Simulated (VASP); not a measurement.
# Al (P6_3/mmc) in VASP: a series of runs, part 2 of 2

VASP 6.6.1.

**3. Single point, r2SCAN**

This run uses another cell than the first one, of 14.94 Å³/atom, 0.887 times its volume.

Input file POSCAR:

```
Al
1.0
    2.7693653812      0.0000000000      0.0000000000
   -1.3846826906      2.3983407724      0.0000000000
    0.0000000000      0.0000000000      8.9984712061
Al
4
Direct
    0.6666666667      0.3333333333      0.7500000000
    0.0000000000      0.0000000000      0.5000000000
    0.3333333333      0.6666666667      0.2500000000
    0.0000000000      0.0000000000      0.0000000000
```

Input file INCAR.step1:

```
ALGO     = Normal         # electronic algorithm
EDIFF    = 1E-4           # SCF threshold, eV
ENCUT    = 520            # plane-wave cutoff, eV
GGA      = PE             # functional
ISMEAR   = -1             # smearing method
LASPH    = True           # aspherical terms in the spheres
LCHARG   = False          # write CHGCAR
LREAL    = False          # projectors in reciprocal space
LWAVE    = True           # write WAVECAR
NBANDS   = 14             # bands
NELM     = 80             # most SCF steps
PREC     = Accurate       # precision mode
SIGMA    = 0.05           # smearing width, eV
```

Input file INCAR.step2:

```
ALGO     = Normal         # electronic algorithm
EDIFF    = 1E-6           # SCF threshold, eV
ENCUT    = 520            # plane-wave cutoff, eV
ISIF     = 2              # what is computed and relaxed
ISMEAR   = -1             # smearing method
ISTART   = 1            
LASPH    = True           # aspherical terms in the spheres
LCHARG   = False          # write CHGCAR
LMIXTAU  = True         
LREAL    = False          # projectors in reciprocal space
LWAVE    = False          # write WAVECAR
METAGGA  = R2SCAN         # meta-GGA
NBANDS   = 14             # bands
NELM     = 80             # most SCF steps
PREC     = Accurate       # precision mode
SIGMA    = 0.05           # smearing width, eV
```

Input file KPOINTS:

```
k-points
0
Gamma
  11 11 3
```

Potentials or basis: VASP PAW PBE potentials, release 64 (Al).

The run is started by

```
cat potpaw_PBE.64/Al/POTCAR > POTCAR
cp INCAR.step1 INCAR
mpirun -np 1 vasp_std > vasp.out
cp INCAR.step2 INCAR
mpirun -np 1 vasp_std > vasp.out
```

OUTCAR:

```text
EDIFF = 1E-6
   ENCUT = 520
   ISIF = 2
   ISMEAR = -1
   ISTART = 1
   LASPH = True
   LREAL = False
   METAGGA = R2SCAN
   NELM = 80
   PREC = Accurate

 ion  position               nearest neighbor table
   1  0.667  0.333  0.750-   2 2.76   4 2.76   2 2.76   4 2.76   2 2.76   4 2.76
   2  0.000  0.000  0.500-   1 2.76   3 2.76   3 2.76   1 2.76   1 2.76   3 2.76
   3  0.333  0.667  0.250-   2 2.76   4 2.76   2 2.76   4 2.76   2 2.76   4 2.76
   4  0.000  0.000  0.000-   1 2.76   3 2.76   3 2.76   1 2.76   1 2.76   3 2.76

  LATTYP: Found a hexagonal cell.
 ALAT       =     2.7693653812
 C/A-ratio  =     3.2492899879

  Lattice vectors:

 A1 = (   2.7693653812,   0.0000000000,   0.0000000000)
 A2 = (  -1.3846826906,   2.3983407724,   0.0000000000)
 A3 = (   0.0000000000,   0.0000000000,   8.9984712061)

Analysis of symmetry for initial positions (statically):
=====================================================================
 Subroutine PRICEL returns:
 Original cell was already a primitive cell.

 Routine SETGRP: Setting up the symmetry group for a
 hexagonal supercell.

 Subroutine GETGRP returns: Found 24 space group operations
 (whereof 12 operations were pure point group operations)
 out of a pool of 24 trial point group operations.

The static configuration has the point symmetry D_3d.
 The point group associated with its full space group is D_6h.

Analysis of symmetry for dynamics (positions and initial velocities):
=====================================================================
 Subroutine PRICEL returns:
 Original cell was already a primitive cell.

 Routine SETGRP: Setting up the symmetry group for a
 hexagonal supercell.

 Subroutine GETGRP returns: Found 24 space group operations
 (whereof 12 operations were pure point group operations)
 out of a pool of 24 trial point group operations.

The dynamic configuration has the point symmetry D_3d.
 The point group associated with its full space group is D_6h.

 Subroutine INISYM returns: Found 24 space group operations
 (whereof 12 operations are pure point group operations),
 and found     1 'primitive' translations

----------------------------------------------------------------------------------------

                                     Primitive cell

  volume of cell :      59.7668

  direct lattice vectors                    reciprocal lattice vectors
     2.769365381  0.000000000  0.000000000     0.361093558  0.208477463  0.000000000
    -1.384682691  2.398340772  0.000000000     0.000000000  0.416954926  0.000000000
     0.000000000  0.000000000  8.998471206     0.000000000  0.000000000  0.111129988

  length of vectors
     2.769365381  2.769365381  8.998471206     0.416954926  0.416954926  0.111129988

  position of ions in fractional coordinates (direct lattice)
     0.666666667  0.333333333  0.750000000
     0.000000000  0.000000000  0.500000000
     0.333333333  0.666666667  0.250000000
     0.000000000  0.000000000  0.000000000

  ion indices of the primitive-cell ions
   primitive index   ion index
                 1           1
                 2           2
                 3           3
                 4           4

----------------------------------------------------------------------------------------
[... 50 lines left out ...]
  0.181818  0.090909  0.333333     24.000000
 [... further k-points ...]
   k-points           NKPTS =     32   k-points in BZ     NKDIM =     32   number of bands    NBANDS=     14
   number of dos      NEDOS =    301   number of ions     NIONS =      4
   total plane-waves  NPLWV =  40320
   dimension x,y,z NGX =    24 NGY =   24 NGZ =   70
   dimension x,y,z NGXF=    48 NGYF=   48 NGZF=  140
   ions per type =               4
   NGX,Y,Z   is equivalent  to a cutoff of  14.41, 14.41, 12.93 a.u.
   NGXF,Y,Z  is equivalent  to a cutoff of  28.81, 28.81, 25.86 a.u.
 SYSTEM =  unknown system
   PREC   = accura    normal or accurate (medium, high low for compatibility)
   ISTART =      1    job   : 0-new  1-cont  2-samecut
   ICHARG =      0    charge: 1-file 2-atom 10-const
   ISPIN  =      1    spin polarized calculation?
   LNONCOLLINEAR =      F non collinear calculations
   LSORBIT =      F    spin-orbit coupling
   LASPH  =      T    aspherical Exc in radial PAW
   ENCUT  =  520.0 eV  38.22 Ry    6.18 a.u.   5.15  5.15 16.73*2*pi/ulx,y,z
   NELM   =     80;   NELMIN=  2; NELMDL=  0     # of ELM steps
   EDIFF  = 0.1E-05   stopping-criterion for ELM
   LREAL  =      F    real-space projection
   EDIFFG = 0.1E-04   stopping-criterion for IOM
   NSW    =      0    number of steps for IOM
   IBRION =     -1    ionic relax: 0-MD 1-quasi-New 2-CG
   NFREE  =      0    steps in history (QN), initial steepest desc. (CG)
   ISIF   =      2    stress and relaxation
   ISYM   =      2    0-nonsym 1-usesym 2-fastsym
   POTIM  = 0.5000    time-step for ionic-motion
   TEBEG  =    0.0;   TEEND  =   0.0 temperature during run
   PSTRESS=    0.0 pullay stress
   NELECT =      12.0000    total number of electrons
   NUPDOWN=      -1.0000    fix difference up-down
   EMIN   =  10.00;   EMAX   =-10.00  energy-range for DOS
   EFERMI =   0.00;   METHOD = LEGACY
   ISMEAR =    -1;   SIGMA  =   0.05  broadening in eV -4-tet -1-fermi 0-gaus
   EFERMI_NEDOS =   21; number of points for ismear=-14 and -15
   IALGO  =     38    algorithm
   IMIX   =      4    mixing-type and parameters
     AMIX     =   0.40;   BMIX     =  1.00
     AMIX_MAG =   1.60;   BMIX_MAG =  1.00
  volume/ion in A,a.u.               =      14.94       100.83
  Fermi-wavevector in a.u.,A,eV,Ry     =   0.958625  1.811538 12.503228  0.918961
  Thomas-Fermi vector in A             =   2.087749
   LORBIT       =      0    0 simple, 1 ext, 2 COOP (PROOUT), +10 PAW based schemes
   METAGGA = R2SCAN    functional components
   LHFCALC =     F    Hartree Fock is set to
   AEXX    =    0.0000 exact exchange contribution
   IVDW    =     0    specifies the selected vdW correction
   LEPSILON=     F    determine dielectric tensor
   LRPA    =     F    only Hartree local field effects (RPA)
 non-spin polarized calculation
  energy-cutoff  :      520.00
  volume of cell :       59.77
 maximum number of plane-waves:      1623
 NGX is ok and might be reduce to    24
   NGX = 11   NGY = 11   NGZ = 33

 number of electron      12.0000000 magnetization

 Free energy of the ion-electron system (eV)
  ---------------------------------------------------
  ext. energy  EPLUGINS =         0.00000000
  ---------------------------------------------------
  free energy    TOTEN  =       -26.85403459 eV

  energy without entropy =      -26.84343220  energy(sigma->0) =      -26.84873340

 E-fermi :   9.1402     XC(G=0): -11.2825

 val. band max:        9.0744763838   @ k =   0.3636   0.0000   0.0000
 cond. band min:       9.1602661567   @ k =   0.3636   0.2727   0.0000
 fundamental gap:      0.0857897730
 Fermi energy:         9.1402092285

 k-point     1 :       0.0000    0.0000    0.0000
  band No.  band energies     occupation
      1      -3.4743      2.00000
      2      -1.5501      2.00000
      3      -1.5501      2.00000
      4       3.7079      2.00000
      5       4.4819      2.00000
      6      13.0662      0.00000
      7      13.0711      0.00000
      8      21.2055      0.00000
      9      21.2055      0.00000
     10      21.2248      0.00000
     11      21.2248      0.00000
     12      22.1865      0.00000
     13      22.1892      0.00000
     14      22.2603      0.00000
[... 377 lines left out ...]
      1      -1.6926      2.00000
      2      -1.0570      2.00000
      3       1.4521      2.00000
      4       3.2923      2.00000
      5       8.1495      2.00000
      6      10.9163      0.00000
      7      12.6735      0.00000
      8      13.2127      0.00000
      9      14.7676      0.00000
     10      14.9394      0.00000
     11      16.0042      0.00000
     12      17.1460      0.00000
     13      17.5762      0.00000
     14      18.7036      0.00000

 [... further k-points ...]
[... 5 lines left out ...]
  --------------------------------------------------------------------------------------
  -------------------------------------------------------------------------------------
  Total        2.1375324      2.1375324      3.1430798      0.0000000      0.0000000      0.0000000
  in kB       57.3011597     57.3011597     84.2570218      0.0000000      0.0000000      0.0000000
  external PRESSURE =      66.2864471 kB  Pullay stress =       0.0000000 kB

 VOLUME and BASIS-vectors are now :
 -----------------------------------------------------------------------------
  energy-cutoff  :      520.00
  volume of cell :       59.77
      direct lattice vectors                 reciprocal lattice vectors
     2.769365381  0.000000000  0.000000000     0.361093558  0.208477463  0.000000000
    -1.384682691  2.398340772  0.000000000     0.000000000  0.416954926  0.000000000
     0.000000000  0.000000000  8.998471206     0.000000000  0.000000000  0.111129988

 POSITION                                       TOTAL-FORCE (eV/Angst)
 -----------------------------------------------------------------------------------
      1.38468      0.79945      6.74885        -0.000000      0.000000      0.000000
      0.00000      0.00000      4.49924         0.000000      0.000000     -0.000000
     -0.00000      1.59889      2.24962         0.000000     -0.000000     -0.000000
      0.00000      0.00000      0.00000         0.000000      0.000000     -0.000000
 -----------------------------------------------------------------------------------
    total drift:                               -0.000000      0.000000      0.000000

  FREE ENERGIE OF THE ION-ELECTRON SYSTEM (eV)
  ---------------------------------------------------
  free  energy   TOTEN  =       -26.8540345945 eV

  energy  without entropy=      -26.8434321984  energy(sigma->0) =      -26.84873340
```

Wall time 98 s (1 thread of Intel Xeon 6975P-C, shared host); peak memory 0.2 GiB.

What came out:

| Quantity | Value |
| --- | --- |
| Free energy | -26.8540 eV |
| Pressure | 6.6 GPa |
| Band gap on the k mesh | zero (band 6 reaches 13.47 eV, above the bottom of band 7 at 7.10 eV) |

Caveat: the PAW data sets were made with another functional, which shifts forces and pressure a little.
